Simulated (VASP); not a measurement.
A run of VASP 6.6.1 is set up as follows.

File INCAR:

```
SYSTEM = SnTe
PREC     = Accurate       ! precision mode
ENCUT    = 520            ! plane-wave cutoff, eV
EDIFF    = 1E-6           ! SCF threshold, eV
ISMEAR   = 0              ! smearing method
SIGMA    = 0.03           ! smearing width, eV
LREAL    = .False.        ! projectors in reciprocal space
LASPH    = .True.         ! aspherical terms in the spheres
NELM     = 80             ! most SCF steps
ALGO     = Normal         ! electronic algorithm
ISIF     = 2              ! what is computed and relaxed
LWAVE    = .False.        ! write WAVECAR
LCHARG   = .False.        ! write CHGCAR
GGA      = PE             ! functional
NBANDS   = 17             ! bands
```

Contents of KPOINTS:

```
Automatic mesh
0
Gamma
  10 10 10
  0 0 0
```

POSCAR

```
SnTe
1.0
    0.0000000000      3.1565000000      3.0618050000
    3.1565000000      0.0000000000      3.0618050000
    3.1565000000      3.1565000000      0.0000000000
Sn Te
1 1
Direct
    0.0000000000      0.0000000000      0.0000000000
    0.5000000000      0.5000000000      0.5000000000
```

Potentials or basis: VASP PAW PBE potentials, release 64 (Sn_d, Te).

The run is started by

```sh
$ cat potpaw_PBE.64/Sn_d/POTCAR potpaw_PBE.64/Te/POTCAR > POTCAR
$ mpirun -np 1 vasp_std > vasp.out
```

(1) What does it give for the band gap on the k mesh?

(2) What does it give for the pressure?

Answers

(1) 0.23 eV, direct.

(2) 3.7 GPa.

Caveat: the cell differs from its parent crystal (strain +0.000 along x and y, -0.030 along z); spin-orbit coupling is left out, which moves the levels of the heavy elements.
